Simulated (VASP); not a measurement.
The system is MgPdC4N4.

```
Mg Pd C N
1.0
     5.98135    0.00000    0.00000
     0.00000    5.98135    0.00000
     0.00000    0.00000    5.98135
Mg Pd C N
1 1 4 4
Cartesian
  0.0000 0.0000 0.0000
  2.9907 2.9907 2.9907
  1.1432 1.1432 1.1432
  1.1432 4.8382 4.8382
  4.8382 1.1432 4.8382
  4.8382 4.8382 1.1432
  1.8187 1.8187 1.8187
  1.8187 4.1627 4.1627
  4.1627 1.8187 4.1627
  4.1627 4.1627 1.8187
```

Base run:

```yaml
Program: VASP 6.6.1
Functional: PBE
Potentials_or_basis: VASP PAW PBE potentials, release 64 (Mg, Pd, C, N)
Cutoff: 520 eV
k_mesh: 4 × 4 × 4
Occupations: gaussian, width 0.1 eV
Spin: no spin polarisation
```

Its results: band gap on the k mesh zero (bands 24 and 25 overlap by 0.24 eV); pressure 5.9 GPa; largest force 1.805 eV/Å.

Problem. The run is repeated on the same cell with these changes: spin from no spin polarisation to collinear spin; further incar settings from ALGO = Normal; EDIFF = 1e-07; NBANDS = 35 to ALGO = Normal; EDIFF = 1e-06; NBANDS = 39. What comes out?

Solution. Band gap on the k mesh zero (filled and empty bands overlap); pressure 6.0 GPa; net moment 2.00 μB per cell; site moments Mg +0.01; Pd +1.28; C +0.04; N +0.08 μB; largest force 1.931 eV/Å.

Caveats: the cell stands under pressure; forces of over 1 eV/Å act on the atoms, so gaps and moduli don't describe the material at rest.
